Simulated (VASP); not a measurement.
# SiC (Moissanite) in VASP: notebook

Runs on SiC (Moissanite). Level: PBE. Tasks: single point.

All numbers are computed with VASP 6.6.1; they aren't measurements. Logs are shortened: lines on timing, memory, paths and dates and some standing lists are left out, and cuts for length are marked.

**1. The cell of the first run**

Symmetry: P6_3mc, No. 186, hexagonal system. Conventional cell: a = 3.076 Å, b = 3.076 Å, c = 5.048 Å, α = 90.00°, β = 90.00°, γ = 120.00°. Si (site symmetry 3m) has 4 C at 1.87 to 1.94 Å within 2.5 Å. C (site symmetry 3m) has 4 Si at 1.87 to 1.94 Å within 2.5 Å.

**2. Single point, PBE**

File INCAR:

```
SYSTEM = SiC
PREC = Accurate ; ENCUT = 520
EDIFF = 1E-6 ; ISMEAR = 0
SIGMA = 0.01 ; LREAL = .FALSE.
LASPH = .TRUE. ; NELM = 100
ALGO = Normal ; ISIF = 2
LWAVE = .FALSE. ; LCHARG = .TRUE.
GGA = PE ; LELF = .TRUE.
LVHAR = .TRUE. ; NBANDS = 16
```

File KPOINTS:

```
regular mesh
0
G
  5 5 3
  0 0 0
```

File POSCAR:

```
SiC
1.0
    3.0760000000      0.0000000000      0.0000000000
   -1.5380000000      2.6638941400      0.0000000000
    0.0000000000      0.0000000000      5.0480000000
Si C
2 2
Direct
    0.3333333340      0.6666666679      0.0000000000
    0.6666666660      0.3333333321      0.5000000000
    0.3333333340      0.6666666679      0.3850000000
    0.6666666660      0.3333333321      0.8850000000
```

Potentials or basis: VASP PAW PBE potentials, release 64 (Si, C).

Command:

```bash
$ cat potpaw_PBE.64/Si/POTCAR potpaw_PBE.64/C/POTCAR > POTCAR
$ mpirun -np 1 vasp_std > vasp.out
```

OUTCAR:

```text
SYSTEM = SiC
   PREC = Accurate
   ENCUT = 520
   EDIFF = 1E-6
   ISMEAR = 0
   LREAL = .FALSE.
   LASPH = .TRUE.
   NELM = 100
   ISIF = 2
   GGA = PE

 ion  position               nearest neighbor table
   1  0.333  0.667  0.000-   4 1.87   4 1.87   4 1.87   3 1.94   2 3.09   2 3.09   2 3.09   2 3.09
                             2 3.09   2 3.09
   2  0.667  0.333  0.500-   3 1.87   3 1.87   3 1.87   4 1.94   1 3.09   1 3.09   1 3.09   1 3.09
                             1 3.09   1 3.09
   3  0.333  0.667  0.385-   2 1.87   2 1.87   2 1.87   1 1.94
   4  0.667  0.333  0.885-   1 1.87   1 1.87   1 1.87   2 1.94

  LATTYP: Found a hexagonal cell.
 ALAT       =     3.0760000000
 C/A-ratio  =     1.6410923277

  Lattice vectors:

 A1 = (   3.0760000000,   0.0000000000,   0.0000000000)
 A2 = (  -1.5380000000,   2.6638941400,   0.0000000000)
 A3 = (   0.0000000000,   0.0000000000,   5.0480000000)

Analysis of symmetry for initial positions (statically):
=====================================================================
 Subroutine PRICEL returns:
 Original cell was already a primitive cell.

 Routine SETGRP: Setting up the symmetry group for a
 hexagonal supercell.

 Subroutine GETGRP returns: Found 12 space group operations
 (whereof  6 operations were pure point group operations)
 out of a pool of 24 trial point group operations.

The static configuration has the point symmetry C_3v.
 The point group associated with its full space group is C_6v.

Analysis of symmetry for dynamics (positions and initial velocities):
=====================================================================
 Subroutine PRICEL returns:
 Original cell was already a primitive cell.

 Routine SETGRP: Setting up the symmetry group for a
 hexagonal supercell.

 Subroutine GETGRP returns: Found 12 space group operations
 (whereof  6 operations were pure point group operations)
 out of a pool of 24 trial point group operations.

The dynamic configuration has the point symmetry C_3v.
 The point group associated with its full space group is C_6v.

 Subroutine INISYM returns: Found 12 space group operations
 (whereof  6 operations are pure point group operations),
 and found     1 'primitive' translations

----------------------------------------------------------------------------------------

                                     Primitive cell

  volume of cell :      41.3640

  direct lattice vectors                    reciprocal lattice vectors
     3.076000000  0.000000000  0.000000000     0.325097529  0.187695146  0.000000000
    -1.538000000  2.663894140  0.000000000     0.000000000  0.375390292  0.000000000
     0.000000000  0.000000000  5.048000000     0.000000000  0.000000000  0.198098257

  length of vectors
     3.076000000  3.075999998  5.048000000     0.375390292  0.375390292  0.198098257

  position of ions in fractional coordinates (direct lattice)
     0.333333334  0.666666668  0.000000000
     0.666666666  0.333333332  0.500000000
     0.333333334  0.666666668  0.385000000
     0.666666666  0.333333332  0.885000000

  ion indices of the primitive-cell ions
   primitive index   ion index
                 1           1
                 2           2
                 3           3
                 4           4

----------------------------------------------------------------------------------------

 KPOINTS: regular mesh

Automatic generation of k-mesh.
 Grid dimensions read from file:
 generate k-points for:    5    5    3

 Generating k-lattice:

  Cartesian coordinates                     Fractional coordinates (reciprocal lattice)
     0.065019506  0.037539029  0.000000000     0.200000000  0.000000000  0.000000000
     0.000000000  0.075078058  0.000000000     0.000000000  0.200000000  0.000000000
     0.000000000  0.000000000  0.066032752     0.000000000  0.000000000  0.333333333

  Length of vectors
     0.075078058  0.075078058  0.066032752

  Shift w.r.t. Gamma in fractional coordinates (k-lattice)
     0.000000000  0.000000000  0.000000000

 Subroutine IBZKPT returns following result:
 ===========================================

 Found     10 irreducible k-points:

 Following reciprocal coordinates:
            Coordinates               Weight
  0.000000  0.000000  0.000000      1.000000
  0.200000 -0.000000  0.000000      6.000000
  0.400000  0.000000  0.000000      6.000000
  0.200000  0.200000  0.000000      6.000000
  0.400000  0.200000  0.000000      6.000000
  0.000000  0.000000  0.333333      2.000000
  0.200000 -0.000000  0.333333     12.000000
  0.400000  0.000000  0.333333     12.000000
  0.200000  0.200000  0.333333     12.000000
  0.400000  0.200000  0.333333     12.000000
   k-points           NKPTS =     10   k-points in BZ     NKDIM =     10   number of bands    NBANDS=     16
   number of dos      NEDOS =    301   number of ions     NIONS =      4
   total plane-waves  NPLWV =  23040
   dimension x,y,z NGX =    24 NGY =   24 NGZ =   40
   dimension x,y,z NGXF=    48 NGYF=   48 NGZF=   80
   ions per type =               2   2
   NGX,Y,Z   is equivalent  to a cutoff of  12.97, 12.97, 13.17 a.u.
   NGXF,Y,Z  is equivalent  to a cutoff of  25.94, 25.94, 26.35 a.u.
 SYSTEM =  SiC
   PREC   = accura    normal or accurate (medium, high low for compatibility)
   ISTART =      0    job   : 0-new  1-cont  2-samecut
   ICHARG =      2    charge: 1-file 2-atom 10-const
   ISPIN  =      1    spin polarized calculation?
   LNONCOLLINEAR =      F non collinear calculations
   LSORBIT =      F    spin-orbit coupling
   LASPH  =      T    aspherical Exc in radial PAW
   ENCUT  =  520.0 eV  38.22 Ry    6.18 a.u.   5.72  5.72  9.39*2*pi/ulx,y,z
   NELM   =    100;   NELMIN=  2; NELMDL= -5     # of ELM steps
   EDIFF  = 0.1E-05   stopping-criterion for ELM
   LREAL  =      F    real-space projection
   EDIFFG = 0.1E-04   stopping-criterion for IOM
   NSW    =      0    number of steps for IOM
   IBRION =     -1    ionic relax: 0-MD 1-quasi-New 2-CG
   NFREE  =      0    steps in history (QN), initial steepest desc. (CG)
   ISIF   =      2    stress and relaxation
   ISYM   =      2    0-nonsym 1-usesym 2-fastsym
   POTIM  = 0.5000    time-step for ionic-motion
   TEBEG  =    0.0;   TEEND  =   0.0 temperature during run
   PSTRESS=    0.0 pullay stress
   NELECT =      16.0000    total number of electrons
   NUPDOWN=      -1.0000    fix difference up-down
   EMIN   =  10.00;   EMAX   =-10.00  energy-range for DOS
   EFERMI =   0.00;   METHOD = LEGACY
   ISMEAR =     0;   SIGMA  =   0.01  broadening in eV -4-tet -1-fermi 0-gaus
   EFERMI_NEDOS =   21; number of points for ismear=-14 and -15
   IALGO  =     38    algorithm
   IMIX   =      4    mixing-type and parameters
     AMIX     =   0.40;   BMIX     =  1.00
     AMIX_MAG =   1.60;   BMIX_MAG =  1.00
  volume/ion in A,a.u.               =      10.34        69.78
  Fermi-wavevector in a.u.,A,eV,Ry     =   1.192817  2.254098 19.358549  1.422813
  Thomas-Fermi vector in A             =   2.328847
   LORBIT       =      0    0 simple, 1 ext, 2 COOP (PROOUT), +10 PAW based schemes
   GGA     = PE    functional components
   LHFCALC =     F    Hartree Fock is set to
   AEXX    =    0.0000 exact exchange contribution
   IVDW    =     0    specifies the selected vdW correction
   LEPSILON=     F    determine dielectric tensor
   LRPA    =     F    only Hartree local field effects (RPA)
 non-spin polarized calculation
 Gauss-broadening in eV      SIGMA  =   0.01
  energy-cutoff  :      520.00
  volume of cell :       41.36
 maximum number of plane-waves:      1118
 NGX is ok and might be reduce to    24
   NGX = 11   NGY = 11   NGZ = 19

 number of electron      16.0000000 magnetization

 Free energy of the ion-electron system (eV)
  ---------------------------------------------------
  ext. energy  EPLUGINS =         0.00000000
  ---------------------------------------------------
  free energy    TOTEN  =       -30.02610640 eV

  energy without entropy =      -30.02610640  energy(sigma->0) =      -30.02610640

 E-fermi :   8.5187     XC(G=0): -11.3453

 val. band max:        8.4217891619   @ k =   0.0000   0.0000   0.0000
 cond. band min:      11.2251540518   @ k =   0.4000   0.0000   0.0000
 fundamental gap:      2.8033648899
 Fermi energy:         8.5186661287

 k-point     1 :       0.0000    0.0000    0.0000
  band No.  band energies     occupation
      1      -7.3083      2.00000
      2      -3.8037      2.00000
      3      -0.2780      2.00000
      4       6.8643      2.00000
      5       6.8643      2.00000
      6       8.1467      2.00000
[... 8 lines left out ...]
     15      17.1157      0.00000
     16      19.7647      0.00000

 k-point     2 :       0.2000   -0.0000    0.0000
  band No.  band energies     occupation
      1      -6.6203      2.00000
      2      -3.2265      2.00000
      3       0.3455      2.00000
      4       4.0482      2.00000
      5       5.9743      2.00000
      6       6.0477      2.00000
[... 8 lines left out ...]
     15      17.8290      0.00000
     16      18.4167      0.00000

 k-point     3 :       0.4000    0.0000    0.0000
  band No.  band energies     occupation
      1      -4.7347      2.00000
      2      -2.2207      2.00000
      3       0.4682      2.00000
      4       2.3488      2.00000
      5       2.8023      2.00000
      6       5.0114      2.00000
[... 8 lines left out ...]
     15      19.2753      0.00000
     16      20.2853      0.00000

 k-point     4 :       0.2000    0.2000    0.0000
  band No.  band energies     occupation
      1      -5.3095      2.00000
      2      -2.3139      2.00000
      3       1.1435      2.00000
      4       2.4699      2.00000
      5       3.2424      2.00000
      6       4.5806      2.00000
[... 8 lines left out ...]
     15      19.1041      0.00000
     16      19.3090      0.00000

 k-point     5 :       0.4000    0.2000    0.0000
  band No.  band energies     occupation
      1      -3.5196      2.00000
      2      -2.4303      2.00000
      3       0.9191      2.00000
      4       2.1162      2.00000
      5       2.6302      2.00000
      6       3.6503      2.00000
[... 8 lines left out ...]
     15      19.4156      0.00000
     16      20.2668      0.00000

 k-point     6 :       0.0000    0.0000    0.3333
  band No.  band energies     occupation
      1      -6.7717      2.00000
      2      -5.2592      2.00000
      3       2.0591      2.00000
      4       5.9303      2.00000
      5       7.1490      2.00000
      6       7.1490      2.00000
[... 8 lines left out ...]
     15      16.2312      0.00000
     16      18.5804      0.00000

 k-point     7 :       0.2000   -0.0000    0.3333
  band No.  band energies     occupation
      1      -6.0925      2.00000
      2      -4.6144      2.00000
      3       2.4032      2.00000
      4       4.6168      2.00000
      5       4.9589      2.00000
      6       6.3303      2.00000
[... 8 lines left out ...]
     15      17.8909      0.00000
     16      18.7618      0.00000

 k-point     8 :       0.4000    0.0000    0.3333
  band No.  band energies     occupation
      1      -4.2563      2.00000
      2      -3.0258      2.00000
      3       0.3468      2.00000
      4       1.5178      2.00000
      5       4.4895      2.00000
      6       5.4073      2.00000
[... 8 lines left out ...]
     15      20.2195      0.00000
     16      20.3616      0.00000

 k-point     9 :       0.2000    0.2000    0.3333
  band No.  band energies     occupation
      1      -4.8083      2.00000
      2      -3.4479      2.00000
      3       1.5883      2.00000
      4       2.7838      2.00000
      5       4.2262      2.00000
      6       4.3273      2.00000
[... 8 lines left out ...]
     15      17.8743      0.00000
     16      19.5497      0.00000

 k-point    10 :       0.4000    0.2000    0.3333
  band No.  band energies     occupation
      1      -3.1419      2.00000
      2      -2.4971      2.00000
      3       0.1943      2.00000
      4       0.8710      2.00000
      5       2.9825      2.00000
      6       4.2098      2.00000
[... 8 lines left out ...]
     15      20.2638      0.00000
     16      20.9752      0.00000

------------------------ aborting loop because EDIFF is reached ----------------------------------------

  FORCE on cell =-STRESS in cart. coord.  units (eV):
  Direction    XX          YY          ZZ          XY          YZ          ZX
  --------------------------------------------------------------------------------------
  -------------------------------------------------------------------------------------
  Total        1.3781496      1.3781496      0.0809304      0.0000000      0.0000000     -0.0000000
  in kB       53.3807034     53.3807033      3.1347247      0.0000000      0.0000000     -0.0000000
  external PRESSURE =      36.6320438 kB  Pullay stress =       0.0000000 kB

 VOLUME and BASIS-vectors are now :
 -----------------------------------------------------------------------------
  energy-cutoff  :      520.00
  volume of cell :       41.36
      direct lattice vectors                 reciprocal lattice vectors
     3.076000000  0.000000000  0.000000000     0.325097529  0.187695146  0.000000000
    -1.538000000  2.663894140  0.000000000     0.000000000  0.375390292  0.000000000
     0.000000000  0.000000000  5.048000000     0.000000000  0.000000000  0.198098257

 POSITION                                       TOTAL-FORCE (eV/Angst)
 -----------------------------------------------------------------------------------
      0.00000      1.77593      0.00000         0.000000      0.000000      0.738943
      1.53800      0.88796      2.52400        -0.000000      0.000000      0.738943
      0.00000      1.77593      1.94348         0.000000     -0.000000     -0.738943
      1.53800      0.88796      4.46748        -0.000000      0.000000     -0.738943
 -----------------------------------------------------------------------------------
    total drift:                                0.000000      0.000000     -0.000263

  FREE ENERGIE OF THE ION-ELECTRON SYSTEM (eV)
  ---------------------------------------------------
  free  energy   TOTEN  =       -30.0261064008 eV

  energy  without entropy=      -30.0261064008  energy(sigma->0) =      -30.02610640
```

It took 8.9 s on 1 thread of Intel Xeon 6975P-C, shared host; peak memory 0.15 GiB.

Results:

```
Free energy            : -30.0261 eV
Pressure               : 3.7 GPa
Largest force          : 0.739 eV/Å
Band gap on the k mesh : 2.80 eV, indirect (least direct gap 4.18 eV)
```

Forces on the atoms (eV/Å):
```
Si   0.000  0.000  0.739
Si   0.000  0.000  0.739
C    0.000  0.000 -0.739
C    0.000  0.000 -0.739
```

Stress tensor (GPa, compression positive):
```
5.34 0.00 0.00
0.00 5.34 0.00
0.00 0.00 0.31
```

Caveat: the k points lie up to 0.47 Å⁻¹ apart.

**3. Single point, PBE**

File INCAR:

```
ALGO = Normal
EDIFF = 1E-6
ENCUT = 520
GGA = PE
ISIF = 2
ISMEAR = 0
LASPH = T
LCHARG = T
LELF = T
LREAL = F
LVHAR = T
LWAVE = F
NBANDS = 16
NELM = 60
PREC = Accurate
SIGMA = 0.01
```

File KPOINTS:

```
k-points
0
Gamma
  5 5 3
```

POSCAR, as its differences from that of step 2:

```diff
@@ -9,3 +9,3 @@
     0.3333333340      0.6666666679      0.0000000000
-    0.6666666660      0.3333333321      0.5000000000
+    0.6666666660      0.3433333321      0.5000000000
     0.3333333340      0.6666666679      0.3850000000
```

Potentials or basis: VASP PAW PBE potentials, release 64 (Si, C).

Command:

```bash
$ cat potpaw_PBE.64/Si/POTCAR potpaw_PBE.64/C/POTCAR > POTCAR
$ mpirun -np 1 vasp_std > vasp.out
```

OUTCAR:

```text
EDIFF = 1E-6
   ENCUT = 520
   GGA = PE
   ISIF = 2
   ISMEAR = 0
   LASPH = T
   LREAL = F
   NELM = 60
   PREC = Accurate

 ion  position               nearest neighbor table
   1  0.333  0.667  0.000-   4 1.87   4 1.87   4 1.87   3 1.94   2 3.07   2 3.07   2 3.09   2 3.09
                             2 3.10   2 3.10
   2  0.667  0.343  0.500-   3 1.84   3 1.87   3 1.89   4 1.94   1 3.07   1 3.07   1 3.09   1 3.09
                             1 3.10   1 3.10
   3  0.333  0.667  0.385-   2 1.84   2 1.87   2 1.89   1 1.94
[... 651 lines left out ...]
     16      20.3711      0.00000

 [... further k-points ...]
[... 5 lines left out ...]
  --------------------------------------------------------------------------------------
  -------------------------------------------------------------------------------------
  Total        1.6411993      1.1600507      0.0862849     -0.1497597     -0.1437763      0.0996313
  in kB       63.5695704     44.9329490      3.3421265     -5.8007350     -5.5689742      3.8590796
  external PRESSURE =      37.2815486 kB  Pullay stress =       0.0000000 kB

 VOLUME and BASIS-vectors are now :
 -----------------------------------------------------------------------------
  energy-cutoff  :      520.00
  volume of cell :       41.36
      direct lattice vectors                 reciprocal lattice vectors
     3.076000000  0.000000000  0.000000000     0.325097529  0.187695146  0.000000000
    -1.538000000  2.663894140  0.000000000     0.000000000  0.375390292  0.000000000
     0.000000000  0.000000000  5.048000000     0.000000000  0.000000000  0.198098257

 POSITION                                       TOTAL-FORCE (eV/Angst)
 -----------------------------------------------------------------------------------
      0.00000      1.77593      0.00000        -0.009109      0.015197      0.739945
      1.52262      0.91460      2.52400         0.360859     -0.568132      0.755036
      0.00000      1.77593      1.94348        -0.317681      0.493666     -0.754731
      1.53800      0.88796      4.46748        -0.034069      0.059269     -0.740250
 -----------------------------------------------------------------------------------
    total drift:                               -0.000006      0.000012     -0.000248

  FREE ENERGIE OF THE ION-ELECTRON SYSTEM (eV)
  ---------------------------------------------------
  free  energy   TOTEN  =       -30.0157671170 eV

  energy  without entropy=      -30.0157671170  energy(sigma->0) =      -30.01576712
```

OSZICAR:

```text
N       E                     dE             d eps       ncg     rms          rms(c)
DAV:   1     0.253222718807E+02    0.25322E+02   -0.71161E+03  1216   0.894E+02
DAV:   2    -0.312661840331E+02   -0.56588E+02   -0.51718E+02  1728   0.158E+02
DAV:   3    -0.337722570863E+02   -0.25061E+01   -0.24969E+01  1600   0.306E+01
DAV:   4    -0.337906388846E+02   -0.18382E-01   -0.18379E-01  1520   0.321E+00
DAV:   5    -0.337908194311E+02   -0.18055E-03   -0.18054E-03  1560   0.301E-01    0.125E+01
DAV:   6    -0.301111287393E+02    0.36797E+01   -0.66188E+00  1528   0.157E+01    0.566E+00
DAV:   7    -0.300332264339E+02    0.77902E-01   -0.10976E+00  1784   0.615E+00    0.249E+00
DAV:   8    -0.300167348073E+02    0.16492E-01   -0.45506E-02  1432   0.137E+00    0.633E-01
DAV:   9    -0.300154110632E+02    0.13237E-02   -0.73418E-03  1616   0.583E-01    0.124E-01
DAV:  10    -0.300157393467E+02   -0.32828E-03   -0.10086E-03  1448   0.184E-01    0.578E-02
DAV:  11    -0.300157662767E+02   -0.26930E-04   -0.92637E-05  1376   0.681E-02    0.138E-02
DAV:  12    -0.300157671170E+02   -0.84033E-06   -0.67048E-06  1632   0.165E-02
   1 F= -.30015767E+02 E0= -.30015767E+02  d E =-.584968E-55
```

It took 17 s on 1 thread of Intel Xeon 6975P-C, shared host; peak memory 0.16 GiB.

Results:

```
Free energy            : -30.0158 eV
Pressure               : 3.7 GPa
Largest force          : 1.011 eV/Å
Band gap on the k mesh : 2.77 eV, indirect (least direct gap 4.17 eV)
```

Forces in eV/Å, atoms in the order of the input:
```
Si  -0.009  0.015  0.740
Si   0.361 -0.568  0.755
C   -0.318  0.494 -0.755
C   -0.034  0.059 -0.740
```

Levels at points of the mesh, in eV from the valence-band top:
| k point | band 6 | band 7 | band 8 | band 9 | band 10 | band 11 |
| --- | --- | --- | --- | --- | --- | --- |
| (0.00, 0.00, 0.00) | -0.34 | -0.22 | 0.00 | 4.61 | 6.02 | 6.43 |

Caveat: the k points lie up to 0.47 Å⁻¹ apart; forces of over 1 eV/Å act on the atoms, so gaps and moduli don't describe the material at rest. PBE gaps usually lie below the measured ones, often by a third to a half.

[end of part 1 of 2]
